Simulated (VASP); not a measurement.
# MgO (P6_3mc) in VASP: notebook

MgO is run at these levels: PBE; tasks: single point.

Program: VASP 6.6.1. These are calculated values, not measurements. Logs are shortened: lines on timing, memory, paths and dates and some standing lists are left out, and cuts for length are marked.

### Step 1. The cell of the first run

It takes space group P6_3mc (No. 186, hexagonal). The conventional cell has a = 3.281 Å, b = 3.281 Å, c = 10.514 Å, α = 90.00°, β = 90.00°, γ = 120.00°. Within 2.6 Å of Mg (site symmetry 3m) lie 4 O at 1.99 to 2.00 Å. Within 2.6 Å of Mg (site symmetry 3m) lie 4 O at 1.99 to 2.01 Å. Within 2.6 Å of O (site symmetry 3m) lie 4 Mg at 1.99 Å. O (site symmetry 3m) has 4 Mg at 2.00 to 2.01 Å within 2.6 Å.

### Step 2. Single point, PBE

Contents of INCAR:

```
PREC     = Accurate       # precision mode
ENCUT    = 520            # plane-wave cutoff, eV
EDIFF    = 1E-6           # SCF threshold, eV
ISMEAR   = 0              # smearing method
SIGMA    = 0.05           # smearing width, eV
LREAL    = False          # projectors in reciprocal space
LASPH    = True           # aspherical terms in the spheres
NELM     = 60             # most SCF steps
ALGO     = Normal         # electronic algorithm
ISIF     = 2              # what is computed and relaxed
LWAVE    = False          # write WAVECAR
LCHARG   = False          # write CHGCAR
GGA      = PE             # functional
NBANDS   = 26             # bands
```

Contents of KPOINTS:

```
regular mesh
0
Gamma
  9 9 2
```

Contents of POSCAR:

```
MgO
1.0
    3.2805263433      0.0000000000      0.0000000000
   -1.6402631717      2.8410191511      0.0000000000
    0.0000000000      0.0000000000     10.5138967343
Mg O
4 4
Direct
    0.3333333333      0.6666666667      0.9694906392
    0.0000000000      0.0000000000      0.2208211786
    0.0000000000      0.0000000000      0.7208211786
    0.6666666667      0.3333333333      0.4694906392
    0.3333333333      0.6666666667      0.7800420079
    0.0000000000      0.0000000000      0.5296443544
    0.0000000000      0.0000000000      0.0296443544
    0.6666666667      0.3333333333      0.2800420079
```

Potentials or basis: VASP PAW PBE potentials, release 64 (Mg, O).

Launch:

```console
cat potpaw_PBE.64/Mg/POTCAR potpaw_PBE.64/O/POTCAR > POTCAR
mpirun -np 1 vasp_std > vasp.out
```

OUTCAR:

```text
PREC = Accurate
   ENCUT = 520
   EDIFF = 1E-6
   ISMEAR = 0
   LREAL = False
   LASPH = True
   NELM = 60
   ISIF = 2
   GGA = PE

 ion  position               nearest neighbor table
   1  0.333  0.667  0.969-   5 1.99   7 2.00   7 2.00   7 2.00   3 3.23   3 3.23   3 3.23   2 3.25
                             2 3.25   2 3.25
   2  0.000  0.000  0.221-   8 1.99   8 1.99   8 1.99   7 2.01   4 3.23   4 3.23   4 3.23   1 3.25
                             1 3.25   1 3.25
   3  0.000  0.000  0.721-   5 1.99   5 1.99   5 1.99   6 2.01   1 3.23   1 3.23   1 3.23   4 3.25
                             4 3.25   4 3.25
   4  0.667  0.333  0.469-   8 1.99   6 2.00   6 2.00   6 2.00   2 3.23   2 3.23   2 3.23   3 3.25
                             3 3.25   3 3.25
   5  0.333  0.667  0.780-   1 1.99   3 1.99   3 1.99   3 1.99
   6  0.000  0.000  0.530-   4 2.00   4 2.00   4 2.00   3 2.01
   7  0.000  0.000  0.030-   1 2.00   1 2.00   1 2.00   2 2.01
   8  0.667  0.333  0.280-   4 1.99   2 1.99   2 1.99   2 1.99

  LATTYP: Found a hexagonal cell.
 ALAT       =     3.2805263433
 C/A-ratio  =     3.2049420227

  Lattice vectors:

 A1 = (   3.2805263433,   0.0000000000,   0.0000000000)
 A2 = (  -1.6402631717,   2.8410191511,   0.0000000000)
 A3 = (   0.0000000000,   0.0000000000,  10.5138967343)

Analysis of symmetry for initial positions (statically):
=====================================================================
 Subroutine PRICEL returns:
 Original cell was already a primitive cell.

 Routine SETGRP: Setting up the symmetry group for a
 hexagonal supercell.

 Subroutine GETGRP returns: Found 12 space group operations
 (whereof  6 operations were pure point group operations)
 out of a pool of 24 trial point group operations.

The static configuration has the point symmetry C_3v.
 The point group associated with its full space group is C_6v.

Analysis of symmetry for dynamics (positions and initial velocities):
=====================================================================
 Subroutine PRICEL returns:
 Original cell was already a primitive cell.

 Routine SETGRP: Setting up the symmetry group for a
 hexagonal supercell.

 Subroutine GETGRP returns: Found 12 space group operations
 (whereof  6 operations were pure point group operations)
 out of a pool of 24 trial point group operations.

The dynamic configuration has the point symmetry C_3v.
 The point group associated with its full space group is C_6v.

 Subroutine INISYM returns: Found 12 space group operations
 (whereof  6 operations are pure point group operations),
 and found     1 'primitive' translations

----------------------------------------------------------------------------------------

                                     Primitive cell

  volume of cell :      97.9899

  direct lattice vectors                    reciprocal lattice vectors
     3.280526343  0.000000000  0.000000000     0.304829133  0.175993182  0.000000000
    -1.640263172  2.841019151  0.000000000     0.000000000  0.351986364  0.000000000
     0.000000000  0.000000000 10.513896734     0.000000000  0.000000000  0.095112214

  length of vectors
     3.280526343  3.280526343 10.513896734     0.351986364  0.351986364  0.095112214

  position of ions in fractional coordinates (direct lattice)
     0.333333333  0.666666667  0.969490639
     0.000000000  0.000000000  0.220821179
     0.000000000  0.000000000  0.720821179
     0.666666667  0.333333333  0.469490639
     0.333333333  0.666666667  0.780042008
     0.000000000  0.000000000  0.529644354
     0.000000000  0.000000000  0.029644354
     0.666666667  0.333333333  0.280042008

  ion indices of the primitive-cell ions
   primitive index   ion index
                 1           1
                 2           2
                 3           3
                 4           4
                 5           5
                 6           6
                 7           7
                 8           8

----------------------------------------------------------------------------------------

 KPOINTS: regular mesh

Automatic generation of k-mesh.
 Grid dimensions read from file:
 generate k-points for:    9    9    2

 Generating k-lattice:

  Cartesian coordinates                     Fractional coordinates (reciprocal lattice)
     0.033869904  0.019554798  0.000000000     0.111111111  0.000000000  0.000000000
     0.000000000  0.039109596  0.000000000     0.000000000  0.111111111  0.000000000
     0.000000000  0.000000000  0.047556107     0.000000000  0.000000000  0.500000000

  Length of vectors
     0.039109596  0.039109596  0.047556107

  Shift w.r.t. Gamma in fractional coordinates (k-lattice)
     0.000000000  0.000000000  0.000000000

 Subroutine IBZKPT returns following result:
 ===========================================

 Found     24 irreducible k-points:

 Following reciprocal coordinates:
            Coordinates               Weight
  0.000000  0.000000  0.000000      1.000000
  0.111111 -0.000000  0.000000      6.000000
  0.222222  0.000000  0.000000      6.000000
  0.333333  0.000000  0.000000      6.000000
  0.444444  0.000000  0.000000      6.000000
  0.111111  0.111111  0.000000      6.000000
[... 16 lines left out ...]
  0.333333  0.222222  0.500000     12.000000
  0.333333  0.333333  0.500000      2.000000
   k-points           NKPTS =     24   k-points in BZ     NKDIM =     24   number of bands    NBANDS=     26
   number of dos      NEDOS =    301   number of ions     NIONS =      8
   total plane-waves  NPLWV =  46080
   dimension x,y,z NGX =    24 NGY =   24 NGZ =   80
   dimension x,y,z NGXF=    48 NGYF=   48 NGZF=  160
   ions per type =               4   4
   NGX,Y,Z   is equivalent  to a cutoff of  12.16, 12.16, 12.65 a.u.
   NGXF,Y,Z  is equivalent  to a cutoff of  24.32, 24.32, 25.30 a.u.
 SYSTEM =  unknown system
   PREC   = accura    normal or accurate (medium, high low for compatibility)
   ISTART =      0    job   : 0-new  1-cont  2-samecut
   ICHARG =      2    charge: 1-file 2-atom 10-const
   ISPIN  =      1    spin polarized calculation?
   LNONCOLLINEAR =      F non collinear calculations
   LSORBIT =      F    spin-orbit coupling
   LASPH  =      T    aspherical Exc in radial PAW
   ENCUT  =  520.0 eV  38.22 Ry    6.18 a.u.   6.10  6.10 19.55*2*pi/ulx,y,z
   NELM   =     60;   NELMIN=  2; NELMDL= -5     # of ELM steps
   EDIFF  = 0.1E-05   stopping-criterion for ELM
   LREAL  =      F    real-space projection
   EDIFFG = 0.1E-04   stopping-criterion for IOM
   NSW    =      0    number of steps for IOM
   IBRION =     -1    ionic relax: 0-MD 1-quasi-New 2-CG
   NFREE  =      0    steps in history (QN), initial steepest desc. (CG)
   ISIF   =      2    stress and relaxation
   ISYM   =      2    0-nonsym 1-usesym 2-fastsym
   POTIM  = 0.5000    time-step for ionic-motion
   TEBEG  =    0.0;   TEEND  =   0.0 temperature during run
   PSTRESS=    0.0 pullay stress
   NELECT =      32.0000    total number of electrons
   NUPDOWN=      -1.0000    fix difference up-down
   EMIN   =  10.00;   EMAX   =-10.00  energy-range for DOS
   EFERMI =   0.00;   METHOD = LEGACY
   ISMEAR =     0;   SIGMA  =   0.05  broadening in eV -4-tet -1-fermi 0-gaus
   EFERMI_NEDOS =   21; number of points for ismear=-14 and -15
   IALGO  =     38    algorithm
   IMIX   =      4    mixing-type and parameters
     AMIX     =   0.40;   BMIX     =  1.00
     AMIX_MAG =   1.60;   BMIX_MAG =  1.00
  volume/ion in A,a.u.               =      12.25        82.66
  Fermi-wavevector in a.u.,A,eV,Ry     =   1.127365  2.130410 17.292335  1.270951
  Thomas-Fermi vector in A             =   2.264050
   LORBIT       =      0    0 simple, 1 ext, 2 COOP (PROOUT), +10 PAW based schemes
   GGA     = PE    functional components
   LHFCALC =     F    Hartree Fock is set to
   AEXX    =    0.0000 exact exchange contribution
   IVDW    =     0    specifies the selected vdW correction
   LEPSILON=     F    determine dielectric tensor
   LRPA    =     F    only Hartree local field effects (RPA)
 non-spin polarized calculation
 Gauss-broadening in eV      SIGMA  =   0.05
  energy-cutoff  :      520.00
  volume of cell :       97.99
 maximum number of plane-waves:      2688
   NGX = 13   NGY = 13   NGZ = 39

 number of electron      32.0000023 magnetization

 Free energy of the ion-electron system (eV)
  ---------------------------------------------------
  ext. energy  EPLUGINS =         0.00000000
  ---------------------------------------------------
  free energy    TOTEN  =       -46.92047126 eV

  energy without entropy =      -46.92047126  energy(sigma->0) =      -46.92047126

 E-fermi :   0.9680     XC(G=0):  -9.5866

 val. band max:        0.7111140665   @ k =   0.0000   0.0000   0.0000
 cond. band min:       4.1553862922   @ k =   0.0000   0.0000   0.0000
 fundamental gap:      3.4442722257
 Fermi energy:         0.9680083758

 k-point     1 :       0.0000    0.0000    0.0000
  band No.  band energies     occupation
      1     -15.1908      2.00000
      2     -14.8823      2.00000
      3     -14.8691      2.00000
      4     -14.5355      2.00000
      5      -2.3049      2.00000
      6      -1.1597      2.00000
[... 18 lines left out ...]
     25      15.0001      0.00000
     26      15.7377      0.00000

 k-point     2 :       0.1111   -0.0000    0.0000
  band No.  band energies     occupation
      1     -15.1309      2.00000
      2     -14.8373      2.00000
      3     -14.8247      2.00000
      4     -14.5095      2.00000
      5      -2.1800      2.00000
      6      -1.2017      2.00000
[... 18 lines left out ...]
     25      14.7184      0.00000
[... 608 lines left out ...]
     25      13.5623      0.00000
     26      13.5627      0.00000

 k-point    24 :       0.3333    0.3333    0.5000
  band No.  band energies     occupation
      1     -14.4289      2.00000
      2     -14.4289      2.00000
      3     -14.4245      2.00000
      4     -14.4245      2.00000
      5      -1.5977      2.00000
      6      -1.5977      2.00000
[... 18 lines left out ...]
     25      13.4648      0.00000
     26      13.5230      0.00000

------------------------ aborting loop because EDIFF is reached ----------------------------------------

  FORCE on cell =-STRESS in cart. coord.  units (eV):
  Direction    XX          YY          ZZ          XY          YZ          ZX
  --------------------------------------------------------------------------------------
  -------------------------------------------------------------------------------------
  Total       -0.2696105     -0.2696105     -0.2514091      0.0000000      0.0000000      0.0000000
  in kB       -4.4082470     -4.4082470     -4.1106467      0.0000000      0.0000000      0.0000000
  external PRESSURE =      -4.3090469 kB  Pullay stress =       0.0000000 kB

 VOLUME and BASIS-vectors are now :
 -----------------------------------------------------------------------------
  energy-cutoff  :      520.00
  volume of cell :       97.99
      direct lattice vectors                 reciprocal lattice vectors
     3.280526343  0.000000000  0.000000000     0.304829133  0.175993182  0.000000000
    -1.640263172  2.841019151  0.000000000     0.000000000  0.351986364  0.000000000
     0.000000000  0.000000000 10.513896734     0.000000000  0.000000000  0.095112214

 POSITION                                       TOTAL-FORCE (eV/Angst)
 -----------------------------------------------------------------------------------
     -0.00000      1.89401     10.19312         0.000000     -0.000000     -0.001981
      0.00000      0.00000      2.32169         0.000000     -0.000000     -0.001891
      0.00000      0.00000      7.57864        -0.000000      0.000000     -0.001891
      1.64026      0.94701      4.93618        -0.000000      0.000000     -0.001981
     -0.00000      1.89401      8.20128         0.000000      0.000000      0.001052
      0.00000      0.00000      5.56863        -0.000000      0.000000      0.002820
      0.00000      0.00000      0.31168        -0.000000      0.000000      0.002820
      1.64026      0.94701      2.94433         0.000000     -0.000000      0.001052
 -----------------------------------------------------------------------------------
    total drift:                               -0.000000     -0.000000     -0.000359

  FREE ENERGIE OF THE ION-ELECTRON SYSTEM (eV)
  ---------------------------------------------------
  free  energy   TOTEN  =       -46.9204712596 eV

  energy  without entropy=      -46.9204712596  energy(sigma->0) =      -46.92047126
```

Run time: 54 s. Hardware: 1 thread of Intel Xeon Platinum 8259CL at 2.50GHz (Skylake/Cascade Lake), shared host; peak memory 0.22 GiB.

Results:

* Free energy: -46.9205 eV
* Pressure: -0.4 GPa
* Band gap on the k mesh: 3.44 eV, direct

Forces in eV/Å, atoms in the order of the input:
```
Mg   0.000  0.000 -0.002
Mg   0.000  0.000 -0.002
Mg   0.000  0.000 -0.002
Mg   0.000  0.000 -0.002
O    0.000  0.000  0.001
O    0.000  0.000  0.003
O    0.000  0.000  0.003
O    0.000  0.000  0.001
```

PBE gaps usually lie below the measured ones, often by a third to a half.

(Continued in part 2 of 2.)
